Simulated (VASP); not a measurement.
# H21ClO10 in VASP: further runs, part 2 of 2

VASP 6.6.1.

## Step 3: Single point, PBEsol

Input file INCAR:

```
SYSTEM = H21ClO10
ALGO = Normal
EDIFF = 1E-7
ENCUT = 520
GGA = PS
ISIF = 2
ISMEAR = -1
LASPH = .True.
LCHARG = .False.
LREAL = Auto
LWAVE = .False.
NBANDS = 66
NELM = 80
PREC = Accurate
SIGMA = 0.05
```

Input file KPOINTS:

```
k-points
0
Gamma
  1 1 1
  0 0 0
```

Input file POSCAR:

```
H21ClO10
1.0
    7.0540040000      0.0000000000      0.0000000000
    0.0000000000      7.0540040000      0.0000000000
    0.0000000000      0.0000000000      7.0540040000
O H Cl
10 21 1
Direct
    0.1650551942      0.8284089433      0.2277146426
    0.5338670066      0.7197897818      0.3029201571
    0.0515168406      0.3363621569      0.6642468589
   -0.0929968285      0.3042385573      1.0109010429
    0.8516297978      0.6787067317      1.0633535223
    0.5191377833      0.1581654901      0.5731638372
    0.3110432033      0.0771334975      0.0232208544
    0.6539123029      1.0568465796      0.0936489404
    0.8063363729      0.9380771545      0.6627725190
    0.2622340447      0.9301809299      0.6951512928
    0.2340372929      0.9219019439      0.1363197412
    0.2837820903      0.7476888303      0.2609298209
    0.5413095881      0.6817971751      0.4479299983
    0.5682588215      0.8612271839      0.3168413287
   -0.0035299101      0.4200734788      0.5635664511
    0.1907852618      0.3634815064      0.6524946683
   -0.1470370587      0.4273317679      1.0591998530
   -0.0494045651      0.3343632921      0.8830162274
    0.7364611645      0.6883324705      1.1521825051
    0.9610995401      0.7419190576      1.1402743747
    0.3599090672      0.0328749459      0.6118085558
    0.6377370923      0.0738587616      0.5879355895
    0.1992343639      0.1703004421      0.0251488375
    0.4592285459      0.1060815956      0.0594414180
    0.7622479375      1.1568323466      0.0601644116
    0.6933508969      0.9376376878      0.0357669205
    0.9310740397      0.9344196573      0.6085479963
    0.8138781889      0.8490497028      0.7672805402
    0.3401897702      0.8172663355      0.6998436633
    0.2717463727      0.9849016247      0.8344338903
    0.5199741877      0.2735467686      0.6605751854
    0.4339521214      0.5441165046      0.6844339754
```

Potentials or basis: VASP PAW PBE potentials, release 64 (O, H, Cl).

On the command line:

```
> cat potpaw_PBE.64/O/POTCAR potpaw_PBE.64/H/POTCAR potpaw_PBE.64/Cl/POTCAR > POTCAR
> mpirun -np 1 vasp_gam > vasp.out
```

OUTCAR:

```text
SYSTEM = H21ClO10
   EDIFF = 1E-7
   ENCUT = 520
   GGA = PS
   ISIF = 2
   ISMEAR = -1
   LASPH = .True.
   LREAL = Auto
   NELM = 80
   PREC = Accurate

 ion  position               nearest neighbor table
   1  0.165  0.828  0.228-  12 1.04  11 1.04
   2  0.534  0.720  0.303-  14 1.03  13 1.06
   3  0.052  0.336  0.664-  15 1.00  16 1.00
   4  0.907  0.304  0.011-  18 0.98  17 1.01
   5  0.852  0.679  0.063-  19 1.03  20 1.04
   6  0.519  0.158  0.573-  31 1.02  22 1.03
   7  0.311  0.077  0.023-  23 1.03  24 1.10
   8  0.654  0.057  0.094-  26 0.98  25 1.07
   9  0.806  0.938  0.663-  27 0.96  28 0.97
  10  0.262  0.930  0.695-  29 0.97  30 1.06  21 1.16
  11  0.234  0.922  0.136-   1 1.04
  12  0.284  0.748  0.261-   1 1.04
  13  0.541  0.682  0.448-   2 1.06
  14  0.568  0.861  0.317-   2 1.03
  15  0.996  0.420  0.564-   3 1.00
  16  0.191  0.363  0.652-   3 1.00
[... 13 lines left out ...]
  30  0.272  0.985  0.834-  10 1.06
  31  0.520  0.274  0.661-   6 1.02
  32  0.434  0.544  0.684-

  LATTYP: Found a simple cubic cell.
 ALAT       =     7.0540040000

  Lattice vectors:

 A1 = (   7.0540040000,   0.0000000000,   0.0000000000)
[... 218 lines left out ...]
 Fermi energy:        -1.8531809888

 k-point     1 :       0.0000    0.0000    0.0000
  band No.  band energies     occupation
      1     -23.7717      2.00000
      2     -22.7033      2.00000
      3     -22.4510      2.00000
      4     -22.0119      2.00000
      5     -21.8145      2.00000
      6     -21.7462      2.00000
[... 48 lines left out ...]
     55       6.1009      0.00000
     56       6.2418      0.00000
 [bands above 56 left out]

------------------------ aborting loop because EDIFF is reached ----------------------------------------

  FORCE on cell =-STRESS in cart. coord.  units (eV):
  Direction    XX          YY          ZZ          XY          YZ          ZX
  --------------------------------------------------------------------------------------
  -------------------------------------------------------------------------------------
  Total       -8.8294744     -3.0203687     -3.1302293     -0.5020725      0.5284668     -1.2628525
  in kB      -40.3030885    -13.7867990    -14.2882693     -2.2917640      2.4122437     -5.7644265
  external PRESSURE =     -22.7927189 kB  Pullay stress =       0.0000000 kB

 VOLUME and BASIS-vectors are now :
 -----------------------------------------------------------------------------
  energy-cutoff  :      520.00
  volume of cell :      351.00
      direct lattice vectors                 reciprocal lattice vectors
     7.054004000  0.000000000  0.000000000     0.141763458  0.000000000  0.000000000
     0.000000000  7.054004000  0.000000000     0.000000000  0.141763458  0.000000000
     0.000000000  0.000000000  7.054004000     0.000000000  0.000000000  0.141763458

 POSITION                                       TOTAL-FORCE (eV/Angst)
 -----------------------------------------------------------------------------------
      1.16430      5.84360      1.60630         1.516201     -0.872329     -0.034116
      3.76590      5.07740      2.13680         0.948136      1.768932      2.254608
      0.36340      2.37270      4.68560         0.075084      0.615779     -1.076714
      6.39800      2.14610      0.07690        -0.603170     -0.199932      1.347022
      6.00740      4.78760      0.44690        -0.773642      0.838633      1.292680
      3.66200      1.11570      4.04310        -0.156534     -0.979073      0.085324
[... 24 lines left out ...]
      3.66790      1.92960      4.65970         0.136181     -0.642547     -0.769124
      3.06110      3.83820      4.82800         0.228017      0.323362      0.202195
 -----------------------------------------------------------------------------------
    total drift:                                0.002480     -0.001386     -0.000596

  FREE ENERGIE OF THE ION-ELECTRON SYSTEM (eV)
  ---------------------------------------------------
  free  energy   TOTEN  =      -154.1250383251 eV

  energy  without entropy=     -154.1250383251  energy(sigma->0) =     -154.12503833
```

It took 76 s on 1 thread of AMD EPYC 7R13, shared host; peak memory 0.34 GiB.

Results:

| Quantity | Value |
| --- | --- |
| Free energy | -154.1250 eV |
| Pressure | -2.3 GPa |
| Largest force | 3.018 eV/Å |
| Band gap on the k mesh | 4.27 eV |

Forces in eV/Å, atoms in the order of the input:
```
O    1.516 -0.872 -0.034
O    0.948  1.769  2.255
O    0.075  0.616 -1.077
O   -0.603 -0.200  1.347
O   -0.774  0.839  1.293
O   -0.157 -0.979  0.085
O   -1.210  1.057 -0.932
O    0.170  0.948  0.174
O   -0.531 -0.045 -0.048
O   -0.043  2.366 -0.567
H   -0.885 -0.379  0.799
H   -1.504  0.704 -0.199
H   -0.361 -0.295 -1.739
H   -0.437 -1.504 -0.606
H    0.376 -0.753  0.902
H   -0.513  0.289  0.221
H    0.718  0.045 -0.292
H    0.244  0.036 -1.147
H    0.816 -0.251 -0.562
H   -0.118 -0.585 -0.585
H    0.016  0.029  0.887
H   -0.626  0.834  0.526
H    1.732 -0.495  0.448
H   -0.474 -0.187 -0.268
H   -0.450 -0.350 -0.084
H    0.172 -0.285 -0.111
H    0.904  0.236 -0.512
H   -0.200 -0.438  0.466
H    0.551 -2.047 -0.042
H    0.281  0.217 -0.033
H    0.136 -0.643 -0.769
Cl   0.228  0.323  0.202
```

Stress tensor (GPa, compression positive):
```
-4.03 -0.23 -0.58
-0.23 -1.38  0.24
-0.58  0.24 -1.43
```

Levels at points of the mesh, in eV from the valence-band top:
```
           k point  band 40  band 41  band 42  band 43  band 44  band 45  band 46  band 47  band 48  band 49
(0.00, 0.00, 0.00)    -0.71    -0.65    -0.29    -0.23     0.00     4.27     6.79     7.07     7.42     7.58
```

Caveat: the k points lie up to 0.89 Å⁻¹ apart; the PAW data sets were made with another functional, which shifts forces and pressure a little.

## Step 4: Single point, PBEsol

Input file INCAR:

```
SYSTEM = H21ClO10
ALGO = Normal
EDIFF = 1E-6
ENCUT = 520
GGA = PS
ISIF = 2
ISMEAR = -1
LASPH = .TRUE.
LCHARG = .TRUE.
LELF = .TRUE.
LREAL = Auto
LVHAR = .TRUE.
LWAVE = .FALSE.
NBANDS = 66
NELM = 100
PREC = Accurate
SIGMA = 0.05
```

Input file KPOINTS:

```
k-points
0
G
  1 1 1
  0 0 0
```

Input file POSCAR:

```
H21ClO10
1.0
    7.0540040000      0.0000000000      0.0000000000
    0.0000000000      7.0540040000      0.0000000000
    0.0000000000      0.0000000000      7.0540040000
O H Cl
10 21 1
Direct
    0.1485964567      0.7811450064      0.2444994361
    0.5257864895      0.7155794071      0.2911821428
    0.0637510271      0.3513040253      0.6832289860
   -0.1309043771      0.2920185472      1.0265517286
    0.8479864769      0.6647146784      1.0918196247
    0.5232489236      0.1244257871      0.5479866470
    0.2779130831      0.0838672618      0.0070031148
    0.6279128847      1.0277425417      0.1224552750
    0.8273031884      0.9221287655      0.6468666590
    0.2607313520      0.9188115005      0.6648847945
    0.1699176808      0.9043941569      0.1864898290
    0.2819816944      0.7245105050      0.2697333316
    0.5289194619      0.6422451703      0.4181029668
    0.5460019586      0.8525087312      0.3210517034
   -0.0235043813      0.4584771996      0.6687832896
    0.1974339680      0.4044653221      0.6952079982
   -0.1605754689      0.4181313195      1.0852985056
   -0.0590870093      0.3213210540      0.9077539508
    0.7251200878      0.6685564681      1.1668691994
    0.9720011500      0.7012471215      1.1733052604
    0.3469235345      0.0252764246      0.5945134139
    0.6356956985      0.0667989414      0.6186273782
    0.2145164647      0.2020838094      0.0258293021
    0.4177627345      0.0903316755      0.0502976749
    0.7156786415      1.1284371259      0.0815990464
    0.6857098465      0.9194210834      0.0495179759
    0.9723555586      0.9499002269      0.6538555975
    0.7921316744      0.8322082040      0.7418765286
    0.3248651404      0.7867730157      0.6744254752
    0.2730505965      0.9879920681      0.7957749953
    0.5000564219      0.2520979574      0.5941731816
    0.4412104104      0.5587890225      0.7109720947
```

On the command line:

```
> cat potpaw_PBE.64/O/POTCAR potpaw_PBE.64/H/POTCAR potpaw_PBE.64/Cl/POTCAR > POTCAR
> mpirun -np 1 vasp_gam > vasp.out
```

It took 83 s on 1 thread of AMD EPYC 7R13, shared host; peak memory 0.34 GiB.

The run converged. Its results:

* Free energy: -154.3279 eV
* Pressure: -1.6 GPa
* Largest force: 2.400 eV/Å
* Band gap on the k mesh: 4.30 eV

Forces in eV/Å, atoms in the order of the input:
```
O    1.102 -0.966  0.911
O   -0.287 -0.662  1.824
O    0.403 -0.034  0.385
O    0.196 -0.155 -0.033
O   -0.131 -0.015  0.526
O   -0.320 -0.698  0.136
O    0.999 -1.202 -0.480
O   -0.312 -1.211 -0.878
O    1.827  1.294 -0.720
O   -0.485  1.770  0.679
H    0.259  0.432 -0.466
H   -1.184  0.700 -0.576
H   -0.038  0.942 -1.112
H    0.240 -0.423 -0.223
H    0.448 -0.035 -0.202
H   -1.014  0.169 -0.112
H    0.418  0.208 -0.534
H   -0.300 -0.191  0.245
H    1.019  0.184 -0.082
H   -1.263 -0.164 -0.696
H    0.848 -0.903 -0.331
H   -0.030  0.242 -0.555
H   -0.575  1.005  0.128
H   -0.322 -0.248 -0.014
H    0.811  1.242 -0.016
H   -0.420  0.275  0.753
H   -2.325 -0.595 -0.004
H    0.229 -0.851  0.916
H    0.204 -0.201 -0.002
H   -0.488 -0.544  0.516
H    0.232  0.792  0.234
Cl   0.259 -0.157 -0.218
```

Stress tensor (GPa, compression positive):
```
-3.80  0.41 -0.31
 0.41  0.19 -0.26
-0.31 -0.26 -1.18
```

Levels at points of the mesh, in eV from the valence-band top:
```tsv
k point	band 40	band 41	band 42	band 43	band 44	band 45	band 46	band 47	band 48	band 49
(0.00, 0.00, 0.00)	-0.75	-0.62	-0.57	-0.37	0.00	4.30	6.75	7.09	7.36	7.63
```

Caveat: the k points lie up to 0.89 Å⁻¹ apart; the PAW data sets were made with another functional, which shifts forces and pressure a little.

## Step 5: Single point, PBEsol

Input file INCAR:

```
PREC = Accurate
ENCUT = 520
EDIFF = 1E-6
ISMEAR = -1
SIGMA = 0.05
LREAL = Auto
LASPH = T
NELM = 100
ALGO = Normal
ISIF = 2
LWAVE = F
LCHARG = F
GGA = PS
NBANDS = 66
```

Input file KPOINTS:

```
Automatic mesh
0
Gamma
  1 1 1
```

Input file POSCAR:

```
H21ClO10
1.0
    7.0540040000      0.0000000000      0.0000000000
    0.0000000000      7.0540040000      0.0000000000
    0.0000000000      0.0000000000      7.0540040000
O H Cl
10 21 1
Direct
    0.1327189494      0.7667134864      0.2510489078
    0.5043376783      0.7117234410      0.3360786300
    0.0446980183      0.3499430961      0.6943715938
   -0.1486956911      0.2892116307      1.0176064544
    0.8085337065      0.6728519008      1.0843912195
    0.5168695680      0.1303231470      0.5385026717
    0.2744540547      0.0656223047      0.0077261085
    0.6013889417      1.0378360999      0.0945704029
    0.8319530298      0.8876518925      0.6715476770
    0.2436488553      0.9413660667      0.6868581305
    0.1516018420      0.8682019460      0.1657214824
    0.2527075403      0.6980149146      0.2720440760
    0.4891264592      0.6489789345      0.4656646069
    0.5182446735      0.8429538741      0.3724126042
   -0.0238729663      0.4443433829      0.6132828958
    0.1543095241      0.4355256958      0.7336117190
   -0.1815706370      0.4228095136      1.0566481108
   -0.0827473305      0.3236885037      0.8922450285
    0.7219587627      0.7098663397      1.1929962047
    0.9359223499      0.6933934259      1.1520265653
    0.3574282067      0.0203288799      0.6237450390
    0.6228944582      0.1093138025      0.6256304930
    0.1954634559      0.1624325702      0.0719449550
    0.4252761977      0.0660192424      0.0409271103
    0.7003114827      1.1387858584      0.0463991798
    0.6321941411      0.9027213480      0.0718598969
    0.9573569848      0.9080374777      0.6353554662
    0.8230644610      0.7984826774      0.7810315957
    0.3213352303      0.8070451902      0.6771615100
    0.2194498330      1.0005664868      0.8557125854
    0.4634672733      0.2553159879      0.5412245301
    0.4391973693      0.5541250047      0.7336400717
```

On the command line:

```
> cat potpaw_PBE.64/O/POTCAR potpaw_PBE.64/H/POTCAR potpaw_PBE.64/Cl/POTCAR > POTCAR
> mpirun -np 1 vasp_gam > vasp.out
```

Run time: 86 s. Hardware: 1 thread of AMD EPYC 7R13, shared host; peak memory 0.34 GiB.

It converged, with:

* Free energy: -154.1047 eV
* Pressure: -1.3 GPa
* Largest force: 3.505 eV/Å
* Band gap on the k mesh: 4.57 eV

Forces in eV/Å, atoms in the order of the input:
```
O   -1.302 -1.692  1.183
O   -0.045 -0.811  0.576
O    0.088  1.889 -0.249
O    0.411  0.899 -0.668
O    0.111  0.434  1.185
O   -0.249 -1.685 -0.371
O   -2.103  0.175 -0.017
O   -0.214  0.138 -0.193
O   -3.210 -0.733  1.202
O    1.636 -1.521 -0.316
H    0.933  1.351 -1.114
H    0.341  0.504 -0.231
H    0.299 -0.009 -0.498
H    0.080  1.007  0.057
H    0.176 -0.939  0.421
H   -0.093 -0.805 -0.188
H   -0.213 -0.237  0.272
H   -0.294 -0.841  0.288
H    0.002 -0.954 -0.539
H   -0.130 -0.039 -0.442
H   -0.913  0.228  0.380
H    0.333  0.255  0.024
H    0.342 -0.318 -0.499
H    0.622 -0.095  0.274
H    0.145 -0.543  0.178
H    0.527  0.744 -0.341
H    2.658  0.241 -0.411
H    0.321  0.633 -0.653
H   -1.554  1.188  0.936
H    1.432  0.109 -0.500
H    0.146  1.275  0.537
Cl  -0.285  0.152 -0.284
```

Stress tensor (GPa, compression positive):
```
-0.38  0.62  0.24
 0.62 -1.85 -0.07
 0.24 -0.07 -1.56
```

Levels at points of the mesh, in eV from the valence-band top:
```tsv
k point	band 42	band 43	band 44	band 45	band 46	band 47
(0.00, 0.00, 0.00)	-0.21	-0.11	0.00	4.57	6.99	7.41
```

Caveat: the k points lie up to 0.89 Å⁻¹ apart; the PAW data sets were made with another functional, which shifts forces and pressure a little.

## Step 6: Overview

```csv
cell,gap on the mesh (eV),pressure (GPa),largest force (eV/Å)
"as given, atomic positions A",4.87,-0.7,0.31
"as given, atomic positions B",4.27,-2.3,3.02
"as given, atomic positions C",4.30,-1.6,2.40
"as given, atomic positions D",4.57,-1.3,3.50
```

Alike in all rows: task single point; level PBEsol; potentials or basis VASP PAW PBE potentials, release 64 (O, H, Cl); no spin polarisation; k mesh 1 × 1 × 1; cutoff (eV) 520; smearing fermi-dirac 0.05 eV.

Caveats: all runs use coarse meshes; the PAW data sets were made with another functional, which shifts forces and pressure a little.

Absolute energies hang on the potentials; compare differences alone.
